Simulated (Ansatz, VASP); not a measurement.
# Two plane-wave programs on LiCaF3

Contents of INCAR:

```
PREC = Accurate
ENCUT = 520
EDIFF = 1E-6
ISMEAR = 1
SIGMA = 0.05
LREAL = F
LASPH = T
NELM = 60
ALGO = Normal
ISIF = 2
LWAVE = F
LCHARG = F
GGA = PE
NBANDS = 25
```

KPOINTS

```
Automatic mesh
0
Gamma
  4 4 4
```

File POSCAR:

```
LiCaF3
1.0
    3.7612440000      0.0000000000      0.0000000000
    0.0000000000      3.7612440000      0.0000000000
    0.0000000000      0.0000000000      3.7612440000
Li Ca F
1 1 3
Direct
    0.5000000000      0.5000000000      0.5000000000
    0.0000000000      0.0000000000      0.0000000000
    0.0000000000      0.5100000000      0.5000000000
    0.5000000000      0.5000000000      0.0000000000
    0.5000000000      0.0000000000      0.5000000000
```

Input for Ansatz:

```yaml
crystal:
  lattice:
    - [3.761244, 0.0, 0.0]
    - [0.0, 3.761244, 0.0]
    - [0.0, 0.0, 3.761244]
  atoms:
    - { symbol: Li, position: [0.5, 0.5, 0.5] }
    - { symbol: Ca, position: [0.0, 0.0, 0.0] }
    - { symbol: F, position: [0.0, 0.51, 0.5] }
    - { symbol: F, position: [0.5, 0.5, 0.0] }
    - { symbol: F, position: [0.5, 0.0, 0.5] }
kpoints:
  mp_grid:
    grid: [4, 4, 4]
hamiltonian:
  xc: pbe
  pseudopotentials:
    kind: paw
scf:
  occupations:
    method: methfessel_paxton
    width: 0.05
output:
  forces: true
```

Alike in both runs: task single point; functional PBE; k mesh 4 × 4 × 4; occupations methfessel-paxton of order 1, width 0.05 eV; no spin polarisation.

|  | VASP | Ansatz |
| --- | --- | --- |
| version | VASP 6.6.1 | Ansatz 0.2.0 |
| potentials or method | VASP PAW PBE potentials, release 64 (Li_sv, Ca_sv, F) | plane waves, PAW |
| plane-wave cutoff (eV) | 520 | 420 |
| valence electrons in the cell | 34 | 34 |

```tsv
	VASP	Ansatz	Ansatz less VASP
rms of the force components (eV/Å)	0.036	0.036	-0.0001
```

Atom by atom the forces differ by 0.001 eV/Å (rms over components).

Noted on VASP's run: the cutoff is short for stress, so the pressure is rough.
